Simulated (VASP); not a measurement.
# GaN (P6_3mc) in VASP: further runs

The runs below take GaN through single point, with LDA.

Program: VASP 6.6.1. These are calculated values, not measurements. Logs are shortened: lines on timing, memory, paths and dates and some standing lists are left out, and cuts for length are marked.

## (1) The cell of the first run

Symmetry: P6_3mc, No. 186, hexagonal system. The conventional cell has a = 3.089 Å, b = 3.089 Å, c = 5.200 Å, α = 90.00°, β = 90.00°, γ = 120.00°. Within 2.5 Å of Ga (site symmetry 3m) lie 4 N at 1.90 to 1.96 Å. Within 2.5 Å of N (site symmetry 3m) lie 4 Ga at 1.90 to 1.96 Å.

## (2) Single point, LDA (in-plane strain -0.02)

INCAR

```
SYSTEM = GaN
PREC = Accurate
ENCUT = 520
EDIFF = 1E-7
ISMEAR = 0
SIGMA = 0.01
LREAL = .FALSE.
LASPH = .TRUE.
NELM = 60
ALGO = Normal
ISIF = 2
LWAVE = .FALSE.
LCHARG = .FALSE.
NBANDS = 26
```

KPOINTS

```
regular mesh
0
G
  8 8 4
  0 0 0
```

POSCAR

```
GaN
1.0
    3.0887782846      0.0000000000      0.0000000000
   -1.5443891423      2.6749604611      0.0000000000
    0.0000000000      0.0000000000      5.2000585679
Ga N
2 2
Direct
    0.3333333333      0.6666666667     -0.0007042242
    0.6666666667      0.3333333333      0.4992957758
    0.3333333333      0.6666666667      0.3757042242
    0.6666666667      0.3333333333      0.8757042242
```

Potentials or basis: VASP PAW LDA potentials, release 64 (Ga_d, N).

Run with:

```bash
> cat potpaw_LDA.64/Ga_d/POTCAR potpaw_LDA.64/N/POTCAR > POTCAR
> mpirun -np 1 vasp_std > vasp.out
```

OUTCAR:

```text
SYSTEM = GaN
   PREC = Accurate
   ENCUT = 520
   EDIFF = 1E-7
   ISMEAR = 0
   LREAL = .FALSE.
   LASPH = .TRUE.
   NELM = 60
   ISIF = 2

 ion  position               nearest neighbor table
   1  0.333  0.667  0.999-   4 1.90   4 1.90   4 1.90   3 1.96
   2  0.667  0.333  0.499-   3 1.90   3 1.90   3 1.90   4 1.96
   3  0.333  0.667  0.376-   2 1.90   2 1.90   2 1.90   1 1.96
   4  0.667  0.333  0.876-   1 1.90   1 1.90   1 1.90   2 1.96

  LATTYP: Found a hexagonal cell.
 ALAT       =     3.0887782846
 C/A-ratio  =     1.6835324807

  Lattice vectors:

 A1 = (   3.0887782846,   0.0000000000,   0.0000000000)
 A2 = (  -1.5443891423,   2.6749604611,   0.0000000000)
 A3 = (   0.0000000000,   0.0000000000,   5.2000585679)

Analysis of symmetry for initial positions (statically):
=====================================================================
 Subroutine PRICEL returns:
 Original cell was already a primitive cell.

 Routine SETGRP: Setting up the symmetry group for a
 hexagonal supercell.

 Subroutine GETGRP returns: Found 12 space group operations
 (whereof  6 operations were pure point group operations)
 out of a pool of 24 trial point group operations.

The static configuration has the point symmetry C_3v.
 The point group associated with its full space group is C_6v.

Analysis of symmetry for dynamics (positions and initial velocities):
=====================================================================
 Subroutine PRICEL returns:
 Original cell was already a primitive cell.

 Routine SETGRP: Setting up the symmetry group for a
 hexagonal supercell.

 Subroutine GETGRP returns: Found 12 space group operations
 (whereof  6 operations were pure point group operations)
 out of a pool of 24 trial point group operations.

The dynamic configuration has the point symmetry C_3v.
 The point group associated with its full space group is C_6v.

 Subroutine INISYM returns: Found 12 space group operations
 (whereof  6 operations are pure point group operations),
 and found     1 'primitive' translations

----------------------------------------------------------------------------------------

                                     Primitive cell

  volume of cell :      42.9648

  direct lattice vectors                    reciprocal lattice vectors
     3.088778285  0.000000000  0.000000000     0.323752600  0.186918651  0.000000000
[... 84 lines left out ...]
   ISPIN  =      1    spin polarized calculation?
   LNONCOLLINEAR =      F non collinear calculations
   LSORBIT =      F    spin-orbit coupling
   LASPH  =      T    aspherical Exc in radial PAW
   ENCUT  =  520.0 eV  38.22 Ry    6.18 a.u.   5.74  5.74  9.67*2*pi/ulx,y,z
   NELM   =     60;   NELMIN=  2; NELMDL= -5     # of ELM steps
   EDIFF  = 0.1E-06   stopping-criterion for ELM
   LREAL  =      F    real-space projection
   EDIFFG = 0.1E-05   stopping-criterion for IOM
   NSW    =      0    number of steps for IOM
   IBRION =     -1    ionic relax: 0-MD 1-quasi-New 2-CG
   NFREE  =      0    steps in history (QN), initial steepest desc. (CG)
   ISIF   =      2    stress and relaxation
   ISYM   =      2    0-nonsym 1-usesym 2-fastsym
   POTIM  = 0.5000    time-step for ionic-motion
   TEBEG  =    0.0;   TEEND  =   0.0 temperature during run
   PSTRESS=    0.0 pullay stress
   NELECT =      36.0000    total number of electrons
   NUPDOWN=      -1.0000    fix difference up-down
   EMIN   =  10.00;   EMAX   =-10.00  energy-range for DOS
   EFERMI =   0.00;   METHOD = LEGACY
   ISMEAR =     0;   SIGMA  =   0.01  broadening in eV -4-tet -1-fermi 0-gaus
   EFERMI_NEDOS =   21; number of points for ismear=-14 and -15
   IALGO  =     38    algorithm
   IMIX   =      4    mixing-type and parameters
     AMIX     =   0.40;   BMIX     =  1.00
     AMIX_MAG =   1.60;   BMIX_MAG =  1.00
  volume/ion in A,a.u.               =      10.74        72.49
  Fermi-wavevector in a.u.,A,eV,Ry     =   1.543375  2.916556 32.409178  2.382007
  Thomas-Fermi vector in A             =   2.649047
   LORBIT       =      0    0 simple, 1 ext, 2 COOP (PROOUT), +10 PAW based schemes
   GGA     = CA    functional components
   LHFCALC =     F    Hartree Fock is set to
   AEXX    =    0.0000 exact exchange contribution
   IVDW    =     0    specifies the selected vdW correction
   LEPSILON=     F    determine dielectric tensor
   LRPA    =     F    only Hartree local field effects (RPA)
 non-spin polarized calculation
 Gauss-broadening in eV      SIGMA  =   0.01
  energy-cutoff  :      520.00
  volume of cell :       42.96
 maximum number of plane-waves:      1172
 NGX is ok and might be reduce to    24
   NGX = 11   NGY = 11   NGZ = 19

 number of electron      35.9999993 magnetization

 Free energy of the ion-electron system (eV)
  ---------------------------------------------------
  ext. energy  EPLUGINS =         0.00000000
  ---------------------------------------------------
  free energy    TOTEN  =       -27.83478746 eV

  energy without entropy =      -27.83478746  energy(sigma->0) =      -27.83478746

 E-fermi :   5.8641     XC(G=0): -12.4544

 val. band max:        5.8165134569   @ k =   0.0000   0.0000   0.0000
 cond. band min:       8.0321090543   @ k =   0.0000   0.0000   0.0000
 fundamental gap:      2.2155955974
 Fermi energy:         5.8641474154

 k-point     1 :       0.0000    0.0000    0.0000
  band No.  band energies     occupation
      1     -10.6387      2.00000
      2      -9.5947      2.00000
      3      -7.8542      2.00000
      4      -7.8483      2.00000
      5      -7.8483      2.00000
      6      -7.7831      2.00000
[... 685 lines left out ...]
     25      18.2915      0.00000
     26      18.2915      0.00000

 [... further k-points ...]
[... 5 lines left out ...]
  --------------------------------------------------------------------------------------
  -------------------------------------------------------------------------------------
  Total        3.3518132      3.3518132     -0.4903225      0.0000000      0.0000000      0.0000000
  in kB      124.9907998    124.9907998    -18.2843740      0.0000000      0.0000000      0.0000000
  external PRESSURE =      77.2324085 kB  Pullay stress =       0.0000000 kB

 VOLUME and BASIS-vectors are now :
 -----------------------------------------------------------------------------
  energy-cutoff  :      520.00
  volume of cell :       42.96
      direct lattice vectors                 reciprocal lattice vectors
     3.088778285  0.000000000  0.000000000     0.323752600  0.186918651  0.000000000
    -1.544389142  2.674960461  0.000000000     0.000000000  0.373837301  0.000000000
     0.000000000  0.000000000  5.200058568     0.000000000  0.000000000  0.192305526

 POSITION                                       TOTAL-FORCE (eV/Angst)
 -----------------------------------------------------------------------------------
     -0.00000      1.78331      5.19640        -0.000000     -0.000000      0.385249
      1.54439      0.89165      2.59637        -0.000000      0.000000      0.385249
     -0.00000      1.78331      1.95368         0.000000      0.000000     -0.385249
      1.54439      0.89165      4.55371        -0.000000     -0.000000     -0.385249
 -----------------------------------------------------------------------------------
    total drift:                                0.000000      0.000000      0.000224

  FREE ENERGIE OF THE ION-ELECTRON SYSTEM (eV)
  ---------------------------------------------------
  free  energy   TOTEN  =       -27.8347874623 eV

  energy  without entropy=      -27.8347874623  energy(sigma->0) =      -27.83478746
```

Wall time 41 s (1 thread of Intel Xeon Platinum 8259CL at 2.50GHz (Skylake/Cascade Lake), shared host); peak memory 0.15 GiB.

What came out:

```
Free energy            : -27.8348 eV
Pressure               : 7.7 GPa
Largest force          : 0.385 eV/Å
Band gap on the k mesh : 2.22 eV, direct
```

Forces on the atoms (eV/Å):
```
Ga   0.000  0.000  0.385
Ga   0.000  0.000  0.385
N    0.000  0.000 -0.385
N    0.000  0.000 -0.385
```

Stress tensor (GPa, compression positive):
```
12.50  0.00  0.00
 0.00 12.50  0.00
 0.00  0.00 -1.83
```

Levels at points of the mesh, in eV from the valence-band top:
| k point | band 14 | band 15 | band 16 | band 17 | band 18 | band 19 | band 20 | band 21 | band 22 | band 23 |
| --- | --- | --- | --- | --- | --- | --- | --- | --- | --- | --- |
| (0.00, 0.00, 0.00) | -1.00 | -1.00 | -0.19 | 0.00 | 0.00 | 2.22 | 4.85 | 9.10 | 10.31 | 10.33 |
| (0.50, 0.00, 0.00) | -5.76 | -4.54 | -2.89 | -2.45 | -1.17 | 5.26 | 5.65 | 5.93 | 8.79 | 10.28 |
| (0.00, 0.00, 0.50) | -4.19 | -0.51 | -0.51 | -0.51 | -0.51 | 4.67 | 4.67 | 8.41 | 8.41 | 10.85 |
| (0.50, 0.00, 0.50) | -7.06 | -2.21 | -2.21 | -2.10 | -2.10 | 4.35 | 4.35 | 7.88 | 7.88 | 10.09 |

Caveat: the cell differs from its parent crystal (in-plane strain -0.02).

## (3) Single point, LDA (film at in-plane strain -0.02)

INCAR, as its differences from that of step 2:

```diff
@@ -3,3 +3,3 @@
 ENCUT = 520
-EDIFF = 1E-7
+EDIFF = 1E-6
 ISMEAR = 0
@@ -8,3 +8,3 @@
 LASPH = .TRUE.
-NELM = 60
+NELM = 80
 ALGO = Normal
```

KPOINTS is that of step 2.

POSCAR

```
GaN
1.0
    3.0887782846      0.0000000000      0.0000000000
   -1.5443891423      2.6749604611      0.0000000000
    0.0000000000      0.0000000000      5.1887965914
Ga N
2 2
Direct
    0.3333333333      0.6666666667      0.0019838639
    0.6666666667      0.3333333333      0.5019838639
    0.3333333333      0.6666666667      0.3730161361
    0.6666666667      0.3333333333      0.8730161361
```

Potentials or basis: VASP PAW LDA potentials, release 64 (Ga_d, N).

Run with:

```bash
> cat potpaw_LDA.64/Ga_d/POTCAR potpaw_LDA.64/N/POTCAR > POTCAR
> mpirun -np 1 vasp_std > vasp.out
```

It took 40 s on 1 thread of Intel Xeon Platinum 8259CL at 2.50GHz (Skylake/Cascade Lake), shared host; peak memory 0.15 GiB.

It converged, with:

| Item | Value |
| --- | --- |
| Free energy | -27.8463 eV |
| Pressure | 7.8 GPa |
| Largest force | 0.012 eV/Å |
| Band gap on the k mesh | 2.20 eV, direct |

Forces in eV/Å, atoms in the order of the input:
```
Ga   0.000  0.000  0.012
Ga   0.000  0.000  0.012
N    0.000  0.000 -0.012
N    0.000  0.000 -0.012
```

Stress tensor (GPa, compression positive):
```
11.13  0.00  0.00
 0.00 11.13  0.00
 0.00  0.00  1.25
```

Levels at points of the mesh, in eV from the valence-band top:
```
           k point  band 16  band 17  band 18  band 19  band 20  band 21
(0.00, 0.00, 0.00)    -0.27     0.00     0.00     2.20     4.86     9.08
(0.50, 0.00, 0.00)    -2.91    -2.59    -1.12     5.24     5.59     5.93
(0.00, 0.00, 0.50)    -0.54    -0.54    -0.54     4.64     4.64     8.45
(0.50, 0.00, 0.50)    -2.29    -2.09    -2.09     4.30     4.30     7.93
```

Caveat: the cell differs from its parent crystal (film at in-plane strain -0.02).

(Continued in part 2 of 2.)
